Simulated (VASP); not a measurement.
Ag: single point with r2SCAN

The system is Ag.

```xyz
2
Lattice="2.9300 0.0000 0.0000 -1.4650 2.4994 0.0000 0.0000 0.0000 4.7900" Properties=species:S:1:pos:R:3 pbc="T T T"
Ag    0.0000    1.6663    1.1975
Ag    1.4650    0.8331    3.5925
```

This cell differs from its parent crystal: strain -0.0150 x Voigt [0, 1, 0, 0, 0, 0].

| Quantity | Value |
| --- | --- |
| Program | VASP 6.6.1 |
| Task | single point |
| Functional | r2SCAN |
| Potentials or basis | VASP PAW PBE potentials, release 64 (Ag) |
| Cutoff | 520 eV |
| k mesh | 18 × 18 × 10 |
| Occupations | gaussian, width 0.15 eV |
| Spin | no spin polarisation |

```json
{
 "Pressure": "-1.0 GPa",
 "Largest force": "0.014 eV/Å",
 "Band gap on the k mesh": "zero (bands 11 and 12 overlap by 7.90 eV)"
}
```

Forces on the atoms (eV/Å):
```
Ag   0.000 -0.014  0.000
Ag   0.000  0.014  0.000
```

Stress tensor (GPa, compression positive):
```
-1.34  0.00  0.00
 0.00 -0.43  0.00
 0.00  0.00 -1.37
```

Levels at points of the mesh, in eV from the Fermi level:
| k point | band 8 | band 9 | band 10 | band 11 | band 12 | band 13 | band 14 | band 15 |
| --- | --- | --- | --- | --- | --- | --- | --- | --- |
| (0.00, 0.00, 0.00) | -4.37 | -4.34 | -3.41 | -3.39 | -0.32 | 3.42 | 16.26 | 17.99 |
| (0.50, 0.00, 0.00) | -3.26 | -3.23 | -3.13 | 0.12 | 1.51 | 6.96 | 7.22 | 9.40 |
| (0.00, 0.50, 0.00) | -3.25 | -3.23 | -3.10 | 0.24 | 1.67 | 7.12 | 7.38 | 9.57 |
| (0.00, 0.00, 0.50) | -4.69 | -3.72 | -3.72 | -3.69 | -3.69 | 11.15 | 11.15 | 16.62 |
| (0.50, 0.00, 0.50) | -3.43 | -3.18 | -3.18 | 0.85 | 0.85 | 4.54 | 4.54 | 14.14 |
| (0.00, 0.50, 0.50) | -3.42 | -3.15 | -3.15 | 0.98 | 0.98 | 4.74 | 4.74 | 13.73 |

Wall time 5.2 min on 1 thread of Intel(R) Xeon(R) 6975P-C (Granite Rapids), with other jobs on the host, peak memory 0.37 GiB.

Caveat: the cell differs from its parent crystal (strain -0.0150 x Voigt [0, 1, 0, 0, 0, 0]); the PAW data sets were made with another functional, which shifts forces and pressure a little.
